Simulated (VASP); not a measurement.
A run of VASP 6.6.1:

File INCAR:

```
SYSTEM = H3C8
PREC = Accurate
ENCUT = 520
EDIFF = 1E-7
ISMEAR = -1
SIGMA = 0.05
LREAL = Auto
LASPH = .TRUE.
NELM = 80
ALGO = Normal
ISIF = 2
LWAVE = .FALSE.
LCHARG = .FALSE.
GGA = PE
NBANDS = 52
```

The input KPOINTS:

```
Automatic mesh
0
G
  2 2 1
  0 0 0
```

File POSCAR:

```
H3C8
1.0
    5.0487420000      0.0000000000      0.0000000000
    2.5243710000      4.3723390000      0.0000000000
    0.0000000000      0.0000000000     16.7764260000
H C
6 16
Direct
    0.1666721879      0.1666613682      0.0596074516
    0.6666779319      0.1666613682      0.0596074516
    0.1666715721      0.6666683439      0.0596074516
    0.6666575092      0.6666683439      0.0596074516
   -0.0405873357      0.5578478704      0.3405492922
    0.4934577018      0.5198361792      0.3423255943
    0.1666721879      0.1666613682      0.1251756483
    0.6666779319      0.1666613682      0.1251756483
    0.1666715721      0.6666683439      0.1251756483
    0.6666575092      0.6666683439      0.1251756483
   -0.1666613682      0.3333227364      0.1558913680
    0.3333443758      0.3333227364      0.1558913680
   -0.1666619840      0.8333297121      0.1558913680
    0.3333437600      0.8333297121      0.1558913680
   -0.1588934515      0.3359300365      0.2460714815
    0.3293695343      0.3326366048      0.2456661508
   -0.1588371097      0.8364173043      0.2482709965
    0.3500672028      0.8304250883      0.2494810277
    0.0148156152      0.0060608292      0.2633337995
    0.5073836939      0.0085766451      0.2705641833
   -0.0069837943      0.5198361792      0.2765726145
    0.5159532572      0.4965534466      0.2762388127
```

Potentials or basis: VASP PAW PBE potentials, release 64 (H, C).

Run with:

```bash
$ cat potpaw_PBE.64/H/POTCAR potpaw_PBE.64/C/POTCAR > POTCAR
$ mpirun -np 1 vasp_std > vasp.out
```

Hardware: 1 thread of Intel(R) Xeon(R) 6975P-C (Granite Rapids), on a shared host.

**Question.** How long does it take, and how much memory?

**Answer.** Wall time 2.1 min on 1 thread of Intel(R) Xeon(R) 6975P-C (Granite Rapids), with other jobs on the host, peak memory 0.47 GiB. Counts: scf iterations 27, k points 4.
